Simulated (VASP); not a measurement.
Set up this calculation in VASP 6.6.1, as the native input.

```yaml
Task: relaxation of cell and atoms
Functional: PBEsol
Potentials_or_basis: VASP PAW PBE potentials, release 64 (Hf_pv)
Cutoff: 600 eV
k_mesh: 10 × 10 × 5
Occupations: fermi-dirac, width 0.05 eV
Spin: no spin polarisation
Target_pressure: 2 GPa
Dipole_correction: no
Further_INCAR_settings: ALGO = Normal; EDIFF = 1e-06; IBRION = 2; EDIFFG = -0.01; NSW = 60; ISIF = 3
```

The structure of Hf lies in POSCAR:

```
Hf
1.0
    3.1967000000      0.0000000000      0.0000000000
   -1.5983500000      2.7684234083      0.0000000000
    0.0000000000      0.0000000000      5.0578000000
Hf
2
Direct
    0.6666666667      0.3333333333      0.7500000000
    0.3333333333      0.6666666667      0.2500000000
```

One way to write it, as run:

INCAR

```
SYSTEM = Hf
  PREC = Accurate
  ENCUT = 600
  EDIFF = 1E-6
  ISMEAR = -1
  SIGMA = 0.05
  LREAL = .False.
  LASPH = .True.
  NELM = 80
  ALGO = Normal
  ISIF = 3
  LWAVE = .False.
  LCHARG = .False.
  GGA = PS
  IBRION = 2
  NSW = 60
  EDIFFG = -0.01
  PSTRESS = 20.0
```

KPOINTS

```
regular mesh
0
Gamma
  10 10 5
  0 0 0
```

Potentials or basis: VASP PAW PBE potentials, release 64 (Hf_pv).

Command:

```sh
$ cat potpaw_PBE.64/Hf_pv/POTCAR > POTCAR
$ mpirun -np 1 vasp_std > vasp.out
```

It gave:

The relaxed volume is 21.13 Å³/atom. The relaxed cell is a = 3.138 Å, b = 3.138 Å, c = 4.957 Å, α = 90.00°, β = 90.00°, γ = 120.00°. The space group after relaxing (to 0.05 Å) is P6_3/mmc (No. 194) and the energy change on relaxing (the enthalpy is what falls) is -9.9 meV/atom. The ionic steps are 4. The pressure after relaxing is 2.0 GPa and the band gap on the k mesh is zero (band 10 reaches 6.33 eV, above the bottom of band 11 at 4.81 eV).

Caveat: the cell is relaxed towards a set pressure, so the enthalpy falls and the energy may rise; the PAW data sets were made with another functional, which shifts forces and pressure a little; spin-orbit coupling is left out, which moves the levels of the heavy elements.

Wall time 66 s on 1 thread of Intel(R) Xeon(R) Platinum 8488C (Sapphire Rapids), with other jobs on the host, peak memory 0.2 GiB.
